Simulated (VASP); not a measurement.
A run of VASP 6.6.1:

File INCAR:

```
  ALGO = Normal
  EDIFF = 1E-7
  ENCUT = 520
  GGA = CA
  ISIF = 2
  ISMEAR = -1
  LASPH = T
  LCHARG = T
  LELF = T
  LREAL = F
  LVHAR = T
  LWAVE = F
  NBANDS = 7
  NELM = 60
  PREC = Accurate
  SIGMA = 0.13605693000000002
```

File KPOINTS:

```
k-points
0
Gamma
  18 18 18
```

The input POSCAR:

```
Be
1.0
    0.0000000000      1.5563733417      1.5563733417
    1.5563733417      0.0000000000      1.5563733417
    1.5563733417      1.5563733417      0.0000000000
Be
1
Direct
    0.0000000000      0.0000000000      0.0000000000
```

Potentials or basis: VASP PAW LDA potentials, release 64 (Be).

Run with:

```console
$ cat potpaw_LDA.64/Be/POTCAR > POTCAR
$ mpirun -np 1 vasp_std > vasp.out
```

Hardware: 1 thread of Intel(R) Xeon(R) 6975P-C (Granite Rapids), with other jobs on the host.

How long does it take, and how much memory?

It took 2.8 s on 1 thread of Intel(R) Xeon(R) 6975P-C (Granite Rapids), with other jobs on the host, peak memory 0.11 GiB. Counts: scf iterations 10, k points 195.
